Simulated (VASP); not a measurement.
# Ge32H (a cell with a defect) in VASP: single point with PBE

Aim: the single point of Ge32H (a cell with a defect) with PBE.

Everything below comes from runs of VASP 6.6.1. Logs are shortened: lines on timing, memory, paths and dates and some standing lists are left out, and cuts for length are marked.

## (1) The cell of the first run

The cell holds a defect, 33 atoms: a = 9.824 Å, b = 9.824 Å, c = 9.824 Å, α = 109.47°, β = 109.47°, γ = 109.47°.

## (2) Single point, PBE

INCAR

```
SYSTEM = Ge32H
  ALGO = Normal
  EDIFF = 1E-6
  ENCUT = 410
  GGA = PE
  GGA_COMPAT = .FALSE.
  ISIF = 2
  ISMEAR = -1
  LASPH = .TRUE.
  LCHARG = .FALSE.
  LREAL = Auto
  LWAVE = .FALSE.
  NBANDS = 246
  NELECT = 448.0
  NELM = 120
  PREC = Accurate
  SIGMA = 0.01
```

KPOINTS

```
Automatic mesh
0
Gamma
  1 1 1
  0.25 0.25 0.25
```

POSCAR

```
Ge32H
1.0
   -5.6721686400      5.6721686400      5.6721686400
    5.6721686400     -5.6721686400      5.6721686400
    5.6721686400      5.6721686400     -5.6721686400
Ge H
32 1
Direct
   -0.0027700164     -0.0054567313     -0.0032561620
    0.0015693292      0.2498563759      0.7522884581
    0.0078777630      0.5013104653      0.5033842753
    0.0013459579      0.7592410017      0.2536409954
    0.2548800277     -0.0006178413      0.7560905312
    0.2562941253      0.2473150199      0.5167855870
    0.2522995332      0.5365509549      0.2557852370
    0.2550674340      0.7520821877      0.0042929788
    0.5068750036      0.0037775675      0.5046700269
    0.5090048768      0.2574864382      0.2556761077
    0.5080739278      0.5029294228      0.0042088840
    0.5047931720      0.7523651483      0.7558105677
    0.7523766078      0.0039232790      0.2540029381
    0.7530357913      0.2511412460      0.0025566059
    0.7558502351      0.5013194565      0.7532617190
    0.7579835461      0.7517456322      0.5039387369
    0.0058130324      0.0023928238      0.7530474270
    0.0036490452      0.2499988258      0.5036353256
   -0.0061468553      0.5084542056      0.2518779131
    0.0040135443      0.7495289315      0.0022428811
    0.2562863681     -0.0035135591      0.5076649132
    0.2496880981      0.2208435749      0.2581806171
    0.2548860219      0.4989904531     -0.0030211549
    0.2548638963      0.7504151886      0.7545688028
    0.5030185421      0.0039700865      0.2538214379
    0.5036595668      0.2517268245      0.0024487988
    0.5081781207      0.5038779136      0.7552038333
    0.5135105609      0.7586535720      0.5116736973
    0.7535795868      0.0025975074      0.0049882156
    0.7542049208      0.2525802018      0.7543779587
    0.7598684513      0.5038676001      0.5062645669
    0.7524440423      0.7555968928      0.2543687594
    0.1989996369      0.3730142974      0.2914991787
```

Potentials or basis: VASP PAW PBE potentials, release 64 (Ge_d, H).

Started as:

```
$ cat potpaw_PBE.64/Ge_d/POTCAR potpaw_PBE.64/H/POTCAR > POTCAR
$ mpirun -np 1 vasp_std > vasp.out
```

OUTCAR:

```text
SYSTEM = Ge32H
   EDIFF = 1E-6
   ENCUT = 410
   GGA = PE
   ISIF = 2
   ISMEAR = -1
   LASPH = .TRUE.
   LREAL = Auto
   NELECT = 448.0
   NELM = 120
   PREC = Accurate

 ion  position               nearest neighbor table
   1  0.997  0.995  0.997-  22 2.44  20 2.45  29 2.45  17 2.45
   2  0.002  0.250  0.752-  30 2.45  23 2.45  17 2.45  18 2.45
   3  0.008  0.501  0.503-  24 2.45  19 2.45  31 2.45  18 2.46
   4  0.001  0.759  0.254-  19 2.43  32 2.44  21 2.45  20 2.45
   5  0.255  0.999  0.756-  21 2.44  24 2.44  17 2.45  26 2.45
   6  0.256  0.247  0.517-  21 2.44  22 2.44  27 2.45  18 2.45
[... 24 lines left out ...]
  31  0.760  0.504  0.506-  15 2.45  16 2.45  10 2.45   3 2.45
  32  0.752  0.756  0.254-   4 2.44  13 2.44  16 2.45  11 2.45
  33  0.199  0.373  0.291-  22 1.69   7 1.71

  LATTYP: Found a body centered cubic cell.
 ALAT       =    11.3443372800

  Lattice vectors:

 A1 = (  -5.6721686400,   5.6721686400,   5.6721686400)
 A2 = (   5.6721686400,  -5.6721686400,   5.6721686400)
 A3 = (   5.6721686400,   5.6721686400,  -5.6721686400)

Analysis of symmetry for initial positions (statically):
=====================================================================
 Subroutine PRICEL returns:
 Original cell was already a primitive cell.

 Routine SETGRP: Setting up the symmetry group for a
 body centered cubic supercell.

 Subroutine GETGRP returns: Found  1 space group operations
 (whereof  1 operations were pure point group operations)
 out of a pool of 48 trial point group operations.

The static configuration has the point symmetry C_1 .

Analysis of symmetry for dynamics (positions and initial velocities):
=====================================================================
 Subroutine PRICEL returns:
 Original cell was already a primitive cell.

 Routine SETGRP: Setting up the symmetry group for a
 body centered cubic supercell.

 Subroutine GETGRP returns: Found  1 space group operations
 (whereof  1 operations were pure point group operations)
 out of a pool of 48 trial point group operations.

The dynamic configuration has the point symmetry C_1 .

 Subroutine INISYM returns: Found  1 space group operations
 (whereof  1 operations are pure point group operations),
 and found     1 'primitive' translations

----------------------------------------------------------------------------------------

                                     Primitive cell

  volume of cell :     729.9740

  direct lattice vectors                    reciprocal lattice vectors
    -5.672168640  5.672168640  5.672168640     0.000000000  0.088149706  0.088149706
     5.672168640 -5.672168640  5.672168640     0.088149706  0.000000000  0.088149706
     5.672168640  5.672168640 -5.672168640     0.088149706  0.088149706  0.000000000

  length of vectors
     9.824484274  9.824484274  9.824484274     0.124662510  0.124662510  0.124662510

  position of ions in fractional coordinates (direct lattice)
     0.997229984  0.994543269  0.996743838
     0.001569329  0.249856376  0.752288458
     0.007877763  0.501310465  0.503384275
     0.001345958  0.759241002  0.253640995
     0.254880028  0.999382159  0.756090531
     0.256294125  0.247315020  0.516785587
[... 25 lines left out ...]
     0.752444042  0.755596893  0.254368759
     0.198999637  0.373014297  0.291499179

  ion indices of the primitive-cell ions
   primitive index   ion index
                 1           1
                 2           2
                 3           3
                 4           4
                 5           5
                 6           6
[... 25 lines left out ...]
                32          32
                33          33

----------------------------------------------------------------------------------------

 KPOINTS: Automatic mesh

Automatic generation of k-mesh.
 Grid dimensions read from file:
 generate k-points for:    1    1    1

 Generating k-lattice:

  Cartesian coordinates                     Fractional coordinates (reciprocal lattice)
     0.000000000  0.088149706  0.088149706     1.000000000  0.000000000  0.000000000
     0.088149706  0.000000000  0.088149706     0.000000000  1.000000000  0.000000000
     0.088149706  0.088149706  0.000000000     0.000000000  0.000000000  1.000000000

  Length of vectors
     0.124662510  0.124662510  0.124662510

  Shift w.r.t. Gamma in fractional coordinates (k-lattice)
     0.250000000  0.250000000  0.250000000

 Subroutine IBZKPT returns following result:
 ===========================================

 Found      1 irreducible k-points:

 Following reciprocal coordinates:
            Coordinates               Weight
  0.250000  0.250000  0.250000      2.000000
   k-points           NKPTS =      1   k-points in BZ     NKDIM =      1   number of bands    NBANDS=    246
   number of dos      NEDOS =    301   number of ions     NIONS =     33
   total plane-waves  NPLWV = 343000
   dimension x,y,z NGX =    70 NGY =   70 NGZ =   70
   dimension x,y,z NGXF=   140 NGYF=  140 NGZF=  140
   ions per type =              32   1
   NGX,Y,Z   is equivalent  to a cutoff of  11.85, 11.85, 11.85 a.u.
   NGXF,Y,Z  is equivalent  to a cutoff of  23.69, 23.69, 23.69 a.u.
 SYSTEM =  Ge32H
   PREC   = accura    normal or accurate (medium, high low for compatibility)
   ISTART =      0    job   : 0-new  1-cont  2-samecut
   ICHARG =      2    charge: 1-file 2-atom 10-const
   ISPIN  =      1    spin polarized calculation?
   LNONCOLLINEAR =      F non collinear calculations
   LSORBIT =      F    spin-orbit coupling
   LASPH  =      T    aspherical Exc in radial PAW
   ENCUT  =  410.0 eV  30.13 Ry    5.49 a.u.  16.22 16.22 16.22*2*pi/ulx,y,z
   NELM   =    120;   NELMIN=  2; NELMDL= -5     # of ELM steps
   EDIFF  = 0.1E-05   stopping-criterion for ELM
   LREAL  =      T    real-space projection
   EDIFFG = 0.1E-04   stopping-criterion for IOM
   NSW    =      0    number of steps for IOM
   IBRION =     -1    ionic relax: 0-MD 1-quasi-New 2-CG
   NFREE  =      0    steps in history (QN), initial steepest desc. (CG)
   ISIF   =      2    stress and relaxation
   ISYM   =      2    0-nonsym 1-usesym 2-fastsym
   POTIM  = 0.5000    time-step for ionic-motion
   TEBEG  =    0.0;   TEEND  =   0.0 temperature during run
   PSTRESS=    0.0 pullay stress
   NELECT =     448.0000    total number of electrons
   NUPDOWN=      -1.0000    fix difference up-down
   EMIN   =  10.00;   EMAX   =-10.00  energy-range for DOS
   EFERMI =   0.00;   METHOD = LEGACY
   ISMEAR =    -1;   SIGMA  =   0.01  broadening in eV -4-tet -1-fermi 0-gaus
   EFERMI_NEDOS =   21; number of points for ismear=-14 and -15
   IALGO  =     38    algorithm
   IMIX   =      4    mixing-type and parameters
     AMIX     =   0.40;   BMIX     =  1.00
     AMIX_MAG =   1.60;   BMIX_MAG =  1.00
  volume/ion in A,a.u.               =      22.12       149.28
  Fermi-wavevector in a.u.,A,eV,Ry     =   1.391228  2.629040 26.334292  1.935516
  Thomas-Fermi vector in A             =   2.515087
   LORBIT       =      0    0 simple, 1 ext, 2 COOP (PROOUT), +10 PAW based schemes
   GGA     = PE    functional components
   LHFCALC =     F    Hartree Fock is set to
   AEXX    =    0.0000 exact exchange contribution
   IVDW    =     0    specifies the selected vdW correction
   LEPSILON=     F    determine dielectric tensor
   LRPA    =     F    only Hartree local field effects (RPA)
 non-spin polarized calculation
  energy-cutoff  :      410.00
  volume of cell :      729.97
 maximum number of plane-waves:     13868
 NGX is ok and might be reduce to    64
   NGX = 33   NGY = 33   NGZ = 33

 number of electron     447.9999940 magnetization

 Free energy of the ion-electron system (eV)
  ---------------------------------------------------
  ext. energy  EPLUGINS =         0.00000000
  ---------------------------------------------------
  free energy    TOTEN  =      -147.59274375 eV

  energy without entropy =     -147.59274375  energy(sigma->0) =     -147.59274375

 E-fermi :   4.4506     XC(G=0):  -9.8454

 val. band max:        4.1239614549   @ k =   0.2500   0.2500   0.2500
 cond. band min:       5.3559412231   @ k =   0.2500   0.2500   0.2500
 fundamental gap:      1.2319797682
 Fermi energy:         4.4505838896

 k-point     1 :       0.2500    0.2500    0.2500
  band No.  band energies     occupation
      1     -20.2805      2.00000
      2     -20.2235      2.00000
      3     -20.2095      2.00000
      4     -20.2018      2.00000
      5     -20.1827      2.00000
      6     -20.1741      2.00000
[... 228 lines left out ...]
    235       6.3765      0.00000
    236       6.3908      0.00000
 [bands above 236 left out]

------------------------ aborting loop because EDIFF is reached ----------------------------------------

  FORCE on cell =-STRESS in cart. coord.  units (eV):
  Direction    XX          YY          ZZ          XY          YZ          ZX
  --------------------------------------------------------------------------------------
  -------------------------------------------------------------------------------------
  Total        6.8671486      7.3573669      6.7917324     -0.6100268     -0.7598014      0.8408415
  in kB       15.0723035     16.1482552     14.9067770     -1.3389123     -1.6676437      1.8455140
  external PRESSURE =      15.3757786 kB  Pullay stress =       0.0000000 kB

 VOLUME and BASIS-vectors are now :
 -----------------------------------------------------------------------------
  energy-cutoff  :      410.00
  volume of cell :      729.97
      direct lattice vectors                 reciprocal lattice vectors
    -5.672168640  5.672168640  5.672168640     0.000000000  0.088149706  0.088149706
     5.672168640 -5.672168640  5.672168640     0.088149706  0.000000000  0.088149706
     5.672168640  5.672168640 -5.672168640     0.088149706  0.088149706  0.000000000

 POSITION                                       TOTAL-FORCE (eV/Angst)
 -----------------------------------------------------------------------------------
      5.63846      5.66894      5.64397        -0.010341     -0.009513     -0.014277
      5.67543      2.85878     -2.84098        -0.006701     -0.015505      0.005855
      5.65411      0.05645      0.03292         0.059720     -0.023562     -0.030489
      5.73760     -2.86021      2.87548         0.003386      0.004334     -0.012401
      8.51161      0.06573      2.82571         0.004618      0.003826     -0.004852
      2.88036      2.98223     -0.07474         0.001202     -0.013343     -0.000184
[... 25 lines left out ...]
      1.46071      1.42494      7.11104         0.002724      0.000354     -0.005112
      2.64047      0.66639      1.59113        -0.218648      0.031300      0.248344
 -----------------------------------------------------------------------------------
    total drift:                               -0.004302     -0.001210      0.002008

  FREE ENERGIE OF THE ION-ELECTRON SYSTEM (eV)
  ---------------------------------------------------
  free  energy   TOTEN  =      -147.5927437535 eV

  energy  without entropy=     -147.5927437535  energy(sigma->0) =     -147.59274375
```

Run time: 11 min. Hardware: 1 thread of Oxide Virtual Turin-like, shared host; peak memory 0.68 GiB.

What came out:

- Free energy: -147.5927 eV
- Largest force: 0.332 eV/Å

Forces in eV/Å, atoms in the order of the input:
```
Ge  -0.010 -0.010 -0.014
Ge  -0.007 -0.016  0.006
Ge   0.060 -0.024 -0.030
Ge   0.003  0.004 -0.012
Ge   0.005  0.004 -0.005
Ge   0.001 -0.013  0.000
Ge   0.048 -0.020 -0.004
Ge   0.009  0.006 -0.009
Ge   0.017 -0.009 -0.005
Ge  -0.020  0.014  0.011
Ge   0.010  0.000 -0.011
Ge   0.010 -0.001 -0.010
Ge   0.002  0.010 -0.002
Ge   0.000  0.001  0.005
Ge   0.013 -0.004 -0.018
Ge   0.010 -0.011 -0.009
Ge   0.002 -0.008  0.000
Ge   0.015 -0.025  0.022
Ge   0.026  0.016 -0.037
Ge  -0.001  0.002 -0.016
Ge   0.016 -0.007 -0.007
Ge  -0.078  0.065 -0.028
Ge   0.005  0.005 -0.020
Ge   0.015  0.001 -0.011
Ge  -0.004  0.012 -0.001
Ge  -0.006 -0.002  0.006
Ge   0.012 -0.004 -0.016
Ge   0.022 -0.003 -0.002
Ge   0.007 -0.002 -0.007
Ge   0.000 -0.003 -0.001
Ge   0.035 -0.010 -0.017
Ge   0.003  0.000 -0.005
H   -0.219  0.031  0.248
```

Caveat: the k points lie up to 0.78 Å⁻¹ apart; the cell carries a net charge on a neutralising background, which shifts energy and pressure; the cell is charged against a uniform background, so pressure and absolute levels hang on convention.
